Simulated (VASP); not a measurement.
# Ce: single point with PBE

Crystal: Ce.

```
Ce
1.0
     0.00000    2.58060    2.58060
     2.58060    0.00000    2.58060
     2.58060    2.58060    0.00000
Ce
1
Cartesian
  0.0000 0.0000 0.0000
```

```json
{
  "Program": "VASP 6.6.1",
  "Task": "single point",
  "Functional": "PBE",
  "Potentials or basis": "VASP PAW PBE potentials, release 64 (Ce)",
  "Cutoff": "320 eV",
  "k mesh": "12 × 12 × 12",
  "Occupations": "tetrahedron, width 0.1 eV",
  "Spin": "collinear spin, ferromagnetic start",
  "Starting moments": "[1.0] μB",
  "Tolerance level": "screening",
  "Purpose": "density of states",
  "K density": "10 × 10 × 10",
  "Further INCAR settings": "ALGO = Normal; EDIFF = 1e-06; NBANDS = 26"
}
```

| Item | Value |
| --- | --- |
| Net moment | 0.23 μB per cell |
| Site moments | Ce +0.22 μB |
| Valence electrons inside the program's atomic spheres | Ce 9.63 |
| Density of states at the Fermi level | 4.14 states/eV/atom |

Levels at points of the mesh, in eV from the Fermi level:
Spin up:
| k point | band 2 | band 3 | band 4 | band 5 | band 6 | band 7 | band 8 | band 9 | band 10 | band 11 |
| --- | --- | --- | --- | --- | --- | --- | --- | --- | --- | --- |
| (0.00, 0.00, 0.00) | -16.74 | -16.74 | -16.74 | -3.27 | -0.12 | 0.20 | 0.20 | 0.20 | 0.72 | 0.72 |
| (0.50, 0.00, 0.00) | -18.16 | -16.92 | -16.92 | -1.71 | -0.07 | 0.29 | 0.29 | 0.39 | 0.54 | 0.54 |
| (0.50, 0.50, 0.00) | -18.06 | -17.25 | -17.25 | -1.98 | -1.36 | 0.33 | 0.35 | 0.37 | 0.37 | 0.48 |
Spin down:
```csv
k point,band 2,band 3,band 4,band 5,band 6,band 7,band 8,band 9,band 10,band 11
"(0.00, 0.00, 0.00)",-16.66,-16.66,-16.66,-3.23,0.02,0.37,0.37,0.37,0.82,0.82
"(0.50, 0.00, 0.00)",-18.08,-16.84,-16.84,-1.67,0.09,0.40,0.40,0.54,0.71,0.71
"(0.50, 0.50, 0.00)",-17.98,-17.17,-17.17,-1.94,-1.32,0.44,0.47,0.47,0.51,0.65
```

Run time: 120 s on 1 thread of AMD EPYC 7R43 64-Core Processor (Zen 3), with other jobs on the host, peak memory 0.15 GiB.

Caveat: the magnetic or orbital state may not be the lowest; spin-orbit coupling is left out, which moves the levels of the heavy elements; semilocal functionals describe open f shells poorly, which spoils levels, moments and volumes. The state reached can hang on the start; a lower one may exist.
